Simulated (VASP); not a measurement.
Write the native input for VASP 6.6.1 that does the following.

```yaml
Task: single point
Functional: PBE
Potentials_or_basis: VASP PAW PBE potentials, release 64 (Ba_sv, Be)
Cutoff: 520 eV
k_mesh: 3 × 3 × 6
Occupations: gaussian, width 0.1 eV
Spin: no spin polarisation
Dipole_correction: no
Further_INCAR_settings: ALGO = Normal; EDIFF = 1e-06; NBANDS = 18
```

The structure of Ba2Be lies in POSCAR:

```
Ba2Be
1.0
    5.8123851652      0.0000000000      0.0000000000
   -2.9061925826      5.0336732096      0.0000000000
    0.0000000000      0.0000000000      3.5591627771
Ba Be
2 1
Direct
    0.3333333333      0.6666666667      0.5000000000
    0.6666666667      0.3333333333      0.5000000000
    0.0000000000      0.0000000000      0.0000000000
```

The cell was generated, and may not be a known phase.

These files were run (other wordings do the same):

INCAR

```
SYSTEM = Ba2Be
PREC = Accurate ; ENCUT = 520
EDIFF = 1E-6 ; ISMEAR = 0
SIGMA = 0.1 ; LREAL = .FALSE.
LASPH = .TRUE. ; NELM = 100
ALGO = Normal ; ISIF = 2
LWAVE = .FALSE. ; LCHARG = .FALSE.
GGA = PE ; NBANDS = 18
```

KPOINTS

```
Automatic mesh
0
G
  3 3 6
  0 0 0
```

Potentials or basis: VASP PAW PBE potentials, release 64 (Ba_sv, Be).

The run is started by

```console
$ cat potpaw_PBE.64/Ba_sv/POTCAR potpaw_PBE.64/Be/POTCAR > POTCAR
$ mpirun -np 1 vasp_std > vasp.out
```

It gave:

| Property | Result |
| --- | --- |
| Pressure | 0.6 GPa |
| Band gap on the k mesh | zero (bands 11 and 12 overlap by 0.59 eV) |

Caveat: the k points lie up to 0.42 Å⁻¹ apart, too coarse for converged energies and pressures of a metal; spin-orbit coupling is left out, which moves the levels of the heavy elements.

It took 33 s on 1 thread of Oxide Virtual Turin-like Processor, with other jobs on the host, peak memory 0.21 GiB.
